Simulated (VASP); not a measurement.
# K2S (Fm-3m) in VASP: notebook, part 2 of 2

VASP 6.6.1. Earlier steps stand in the parts before.

## (3) Phonons, r2SCAN

This run uses another cell than the first one, of 33.85 Å³/atom.

INCAR reads:

```
  ALGO = Normal
  EDIFF = 1E-8
  ENCUT = 550
  GGA_COMPAT = F
  IBRION = 6
  ISIF = 2
  ISMEAR = 0
  LASPH = T
  LCHARG = F
  LMIXTAU = T
  LREAL = F
  LWAVE = F
  METAGGA = R2SCAN
  NBANDS = 19
  NELM = 120
  NFREE = 2
  NSW = 1
  POTIM = 0.015
  PREC = Accurate
  SIGMA = 0.01
```

KPOINTS reads:

```
k-points
0
Gamma
  6 6 6
```

POSCAR reads:

```
K2S
1.0
    3.7031286609      3.7031286609      0.0000000000
   -3.7031286609      3.7031286609      0.0000000000
    0.0000000000      3.7031286609      3.7031286609
K S
2 1
Direct
    0.2500000000      0.7500000000      0.5000000000
    0.7500000000      0.2500000000      0.5000000000
    0.0000000000      0.0000000000      0.0000000000
```

Potentials or basis: VASP PAW PBE potentials, release 64 (K_sv, S).

On the command line:

```
$ cat potpaw_PBE.64/K_sv/POTCAR potpaw_PBE.64/S/POTCAR > POTCAR
$ mpirun -np 1 vasp_std > vasp.out
```

OUTCAR:

```text
EDIFF = 1E-8
   ENCUT = 550
   IBRION = 6
   ISIF = 2
   ISMEAR = 0
   LASPH = T
   LREAL = F
   METAGGA = R2SCAN
   NELM = 120
   NFREE = 2
   NSW = 1
   POTIM = 0.015
   PREC = Accurate

 ion  position               nearest neighbor table
   1  0.250  0.750  0.500-   3 3.21   3 3.21   3 3.21   3 3.21   2 3.70   2 3.70   2 3.70   2 3.70
                             2 3.70   2 3.70
   2  0.750  0.250  0.500-   3 3.21   3 3.21   3 3.21   3 3.21   1 3.70   1 3.70   1 3.70   1 3.70
                             1 3.70   1 3.70
   3  0.000  0.000  0.000-   2 3.21   1 3.21   1 3.21   2 3.21   1 3.21   2 3.21   2 3.21   1 3.21

  LATTYP: Found a face centered cubic cell.
 ALAT       =     7.4062573218

  Lattice vectors:

 A1 = (   0.0000000000,   3.7031286609,   3.7031286609)
 A2 = (   3.7031286609,   0.0000000000,   3.7031286609)
 A3 = (   3.7031286609,   3.7031286609,   0.0000000000)
[... 870 lines left out ...]
  Total        0.0151918      0.0161947      0.0161947      0.0000000     -0.0000000      0.0000000
  in kB        0.2396531      0.2554746      0.2554746      0.0000000     -0.0000000      0.0000000
  external PRESSURE =       0.2502008 kB  Pullay stress =       0.0000000 kB
[... 18 lines left out ...]
  FREE ENERGIE OF THE ION-ELECTRON SYSTEM (eV)
  ---------------------------------------------------
  free  energy   TOTEN  =       -23.8133945670 eV

  energy  without entropy=      -23.8133945670  energy(sigma->0) =      -23.81339457

 INTERNAL STRAIN TENSORS FROM DISPLACED ATOMS
 ============================================

 INTERNAL STRAIN TENSOR FOR ION    1 for displacements in x,y,z  (eV/Angst):
          X           Y           Z          XY          YZ          ZX
  --------------------------------------------------------------------------------
  x    -0.00000    -0.00000    -0.00000     0.00000    -1.61102     0.00000
  y     0.00000     0.00000     0.00000     0.00000     0.00000    -1.61102
  z     0.00000     0.00000    -0.00000    -1.61102    -0.00000     0.00000

 INTERNAL STRAIN TENSOR FOR ION    3 for displacements in x,y,z  (eV/Angst):
          X           Y           Z          XY          YZ          ZX
  --------------------------------------------------------------------------------
  x     0.00000     0.00000     0.00000     0.00000     0.00000     0.00000
  y     0.00000     0.00000     0.00000     0.00000     0.00000     0.00000
  z     0.00000     0.00000     0.00000     0.00000     0.00000     0.00000

 Eigenvectors and eigenvalues of the dynamical matrix
 ----------------------------------------------------

   1 f  =    5.106029 THz    32.082123 2PiTHz  170.318779 cm-1    21.116828 meV
             X         Y         Z           dx          dy          dz
     -1.851564  5.554693  1.851564    -0.094187    0.368267    0.000000
      1.851564  5.554693  1.851564    -0.094187    0.368267    0.000000
      0.000000  0.000000  0.000000     0.208933   -0.816923   -0.000000
[... 43 lines left out ...]
   9 f/i=    0.010313 THz     0.064800 2PiTHz    0.344015 cm-1     0.042652 meV
             X         Y         Z           dx          dy          dz
     -1.851564  5.554693  1.851564    -0.239788   -0.545903   -0.000000
      1.851564  5.554693  1.851564    -0.239788   -0.545903    0.000000
      0.000000  0.000000  0.000000    -0.216192   -0.492184   -0.000000

 ELASTIC MODULI CONTR FROM IONIC RELAXATION (kBar)
 Direction    XX          YY          ZZ          XY          YZ          ZX
 --------------------------------------------------------------------------------
 XX          -0.0000     -0.0000     -0.0000      0.0000     -0.0000      0.0000
 YY          -0.0000     -0.0000     -0.0000      0.0000     -0.0000      0.0000
 ZZ          -0.0000     -0.0000     -0.0000     -0.0000     -0.0000      0.0000
 XY           0.0000      0.0000     -0.0000    -34.4081      0.0000     -0.0000
 YZ          -0.0000     -0.0000     -0.0000      0.0000    -34.4081      0.0000
 ZX           0.0000      0.0000      0.0000     -0.0000      0.0000    -34.4081
 --------------------------------------------------------------------------------
```

OSZICAR:

```text
N       E                     dE             d eps       ncg     rms          rms(c)
DAV:   1     0.142773718385E+03    0.14277E+03   -0.11483E+04   608   0.116E+03
DAV:   2    -0.168737247060E+02   -0.15965E+03   -0.15358E+03   680   0.327E+02
[... 80 lines left out ...]
DAV:   7    -0.238133906884E+02   -0.16840E-04   -0.68398E-05  1194   0.649E-02    0.799E-03
DAV:   8    -0.238133939551E+02   -0.32668E-05   -0.98762E-06  1295   0.221E-02    0.469E-03
DAV:   9    -0.238133945896E+02   -0.63443E-06   -0.71828E-07  1554   0.588E-03    0.359E-03
DAV:  10    -0.238133944392E+02    0.15036E-06   -0.48863E-07  1297   0.445E-03    0.280E-04
DAV:  11    -0.238133945762E+02   -0.13702E-06   -0.18318E-07  1230   0.380E-03    0.877E-04
DAV:  12    -0.238133945670E+02    0.92762E-08   -0.18714E-08  1114   0.119E-03
   5 F= -.23813395E+02 E0= -.23813395E+02  d E =-.764780E-31
```

Run time: 10 min. Hardware: 1 thread of Intel Xeon 6975P-C (Granite Rapids), shared host; peak memory 0.35 GiB.

What came out:

| Property | Result |
| --- | --- |
| Highest phonon frequency at Γ, LO-TO splitting left out | 170 cm⁻¹ |

Phonon frequencies in cm⁻¹ (negative: imaginary):
```
              q point                    frequencies
(0.000, 0.000, 0.000)  0 0 0 129 129 129 170 170 170
```

Caveat: the PAW data sets were made with another functional, which shifts forces and pressure a little.
